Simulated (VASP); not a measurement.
Input of a VASP 6.6.1 run:

INCAR

```
SYSTEM = InSe
ALGO = Normal ; EDIFF = 1E-7
ENCUT = 520 ; GGA = PE
ISIF = 2 ; ISMEAR = 0
IVDW = 12 ; LASPH = .TRUE.
LCHARG = .TRUE. ; LELF = .TRUE.
LREAL = .FALSE. ; LUSENCCL = .FALSE.
LVHAR = .TRUE. ; LWAVE = .FALSE.
NBANDS = 27 ; NELM = 80
PREC = Accurate ; SIGMA = 0.03
```

KPOINTS

```
k-points
0
G
  12 12 12
  0 0 0
```

The input POSCAR:

```
InSe
1.0
    2.1305445974      1.2300704968      7.4507156954
   -2.1305445974      1.2300704968      7.4507156954
    0.0000000000     -2.4601409936      7.4507156954
In Se
2 2
Direct
    0.0000475051      0.0000475051      0.0000475051
    0.1121766890      0.1121766890      0.1121766890
    0.6151385375      0.6151385375      0.6151385375
    0.8303372684      0.8303372684      0.8303372684
```

Potentials or basis: VASP PAW PBE potentials, release 64 (In_d, Se).

Launch:

```sh
$ cat potpaw_PBE.64/In_d/POTCAR potpaw_PBE.64/Se/POTCAR > POTCAR
$ mpirun -np 1 vasp_std > vasp.out
```

(1) Predict the dispersion energy per atom.

(2) Predict the largest force.

(3) Estimate the band gap on the k mesh.

Answers

(1) -0.301 eV.

(2) 2.498 eV/Å.

(3) 0.24 eV (least direct gap 0.28 eV).

Caveat: spin-orbit coupling is left out, which moves the levels of the heavy elements; forces of over 1 eV/Å act on the atoms, so gaps and moduli don't describe the material at rest.
